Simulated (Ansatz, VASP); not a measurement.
# NaF in VASP and in Ansatz

Contents of POSCAR:

```
NaF
1.0
    0.0000000000      2.3422220339      2.3422220339
    2.3422220339      0.0000000000      2.3422220339
    2.3422220339      2.3422220339      0.0000000000
Na F
1 1
Direct
    0.0000000000      0.0000000000      0.0000000000
    0.5000000000      0.5000000000      0.5000000000
```

The input INCAR.step1:

```
ALGO     = Normal         # electronic algorithm
EDIFF    = 1E-4           # SCF threshold, eV
ENCUT    = 520            # plane-wave cutoff, eV
GGA      = PE             # functional
ISMEAR   = 0              # smearing method
LASPH    = True           # aspherical terms in the spheres
LCHARG   = False          # write CHGCAR
LREAL    = False          # projectors in reciprocal space
LWAVE    = True           # write WAVECAR
NBANDS   = 14             # bands
NELM     = 60             # most SCF steps
PREC     = Accurate       # precision mode
SIGMA    = 0.01           # smearing width, eV
```

The input INCAR.step2:

```
ALGO     = Normal         # electronic algorithm
EDIFF    = 1E-7           # SCF threshold, eV
ENCUT    = 520            # plane-wave cutoff, eV
ISIF     = 2              # what is computed and relaxed
ISMEAR   = 0              # smearing method
ISTART   = 1            
LASPH    = True           # aspherical terms in the spheres
LCHARG   = False          # write CHGCAR
LMIXTAU  = True         
LREAL    = False          # projectors in reciprocal space
LWAVE    = False          # write WAVECAR
METAGGA  = R2SCAN         # meta-GGA
NBANDS   = 14             # bands
NELM     = 60             # most SCF steps
PREC     = Accurate       # precision mode
SIGMA    = 0.01           # smearing width, eV
```

File KPOINTS:

```
k-points
0
Gamma
  8 8 8
```

Input for Ansatz:

```yaml
crystal:
  lattice:
    - [0.0, 2.3422220339, 2.3422220339]
    - [2.3422220339, 0.0, 2.3422220339]
    - [2.3422220339, 2.3422220339, 0.0]
  atoms:
    - { symbol: Na, position: [0.0, 0.0, 0.0] }
    - { symbol: F, position: [0.5, 0.5, 0.5] }
kpoints:
  mp_grid: { grid: [8, 8, 8] }
hamiltonian:
  xc: r2scan
scf:
  occupations: { method: fixed }
  n_extra_bands: 4
output:
  forces: true
  stress: true
  eigenvalues: true
```

Alike in both runs: task single point; functional r2SCAN; k mesh 8 × 8 × 8; no spin polarisation.

|  | VASP | Ansatz |
| --- | --- | --- |
| version | VASP 6.6.1 | Ansatz 0.2.0 |
| potentials or method | VASP PAW PBE potentials, release 64 (Na_pv, F) | plane waves, PAW |
| plane-wave cutoff (eV) | 520 | 500 |
| occupations | gaussian, width 0.01 eV | fixed |
| valence electrons in the cell | 14 | 16 |

Ansatz gave:

| Item | Value |
| --- | --- |
| gap on the k mesh at the Fermi level (eV) | 6.96 |
| pressure (GPa) | -2.8 |

Task: What did VASP give for the same quantities?

Result: gap on the k mesh at the Fermi level (eV): 6.99; pressure (GPa): -3.3.

VASP's potentials were made for PBE, not for r2SCAN. VASP's potentials hold 14 valence electrons a cell and Ansatz's 16, so a difference there can come from the potentials and not from the codes.
